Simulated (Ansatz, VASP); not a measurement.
One calculation of SnO, two programs

INCAR

```
SYSTEM = SnO
ALGO     = Normal         ! electronic algorithm
EDIFF    = 1E-6           ! SCF threshold, eV
ENCUT    = 520            ! plane-wave cutoff, eV
GGA      = PE             ! functional
ISIF     = 2              ! what is computed and relaxed
ISMEAR   = 0              ! smearing method
IVDW     = 12             ! dispersion correction
LASPH    = .True.         ! aspherical terms in the spheres
LCHARG   = .True.         ! write CHGCAR
LELF     = .True.         ! ELF
LREAL    = .False.        ! projectors in reciprocal space
LVHAR    = .True.       
LWAVE    = .False.        ! write WAVECAR
NBANDS   = 28             ! bands
NELM     = 80             ! most SCF steps
PREC     = Accurate       ! precision mode
SIGMA    = 0.15           ! smearing width, eV
```

The input KPOINTS:

```
k-points
0
Gamma
  12 12 10
  0 0 0
```

POSCAR

```
SnO
1.0
    3.8370962941      0.0000000000      0.0000000000
    0.0000000000      3.8370962941      0.0000000000
    0.0000000000      0.0000000000      4.7621297486
Sn O
2 2
Direct
    0.0000000000      0.5000000000      0.2432421493
    0.5000000000      0.0000000000      0.7567578507
    0.0368563480      0.0368563480      0.0000000000
    0.5000000000      0.5000000000      0.0000000000
```

Input for Ansatz:

```yaml
crystal:
  lattice:
    - [3.8370962941, 0.0, 0.0]
    - [0.0, 3.8370962941, 0.0]
    - [0.0, 0.0, 4.7621297486]
  atoms:
    - { symbol: Sn, position: [0.0, 0.5, 0.2432421493] }
    - { symbol: Sn, position: [0.5, 0.0, 0.7567578507] }
    - { symbol: O, position: [0.036856348, 0.036856348, 0.0] }
    - { symbol: O, position: [0.5, 0.5, 0.0] }
basis:
  ecutwfc: 420
kpoints:
  mp_grid: { grid: [12, 12, 10] }
hamiltonian:
  xc: pbe
  dispersion: d3bj
scf:
  occupations: { method: gaussian, width: 0.15 }
output:
  forces: true
  stress: true
  eigenvalues: true
```

Alike in both runs: task single point; functional PBE; dispersion D3(BJ); k mesh 12 × 12 × 10; occupations gaussian, width 0.15 eV; no spin polarisation.

|  | VASP | Ansatz |
| --- | --- | --- |
| version | VASP 6.6.1 | Ansatz 0.2.0 |
| potentials or method | VASP PAW PBE potentials, release 64 (Sn_d, O), cutoff 520 eV | scalar-relativistic, plane waves, PAW |
| valence electrons in the cell | 40 | 40 |

|  | VASP | Ansatz | Ansatz less VASP |
| --- | --- | --- | --- |
| gap on the k mesh at the Fermi level (eV) | none | none | - |
| pressure (GPa) | 1.4 | 1.2 | -0.22 |
| traceless stress, the component that is largest in VASP (GPa) | 1.23 | 1.16 | -0.071 |
| rms of the force components (eV/Å) | 0.567 | 0.555 | -0.0120 |

Atom by atom the forces differ by 0.035 eV/Å (rms over components). A gap of «none» marks a metal or a gap that the smearing closes.
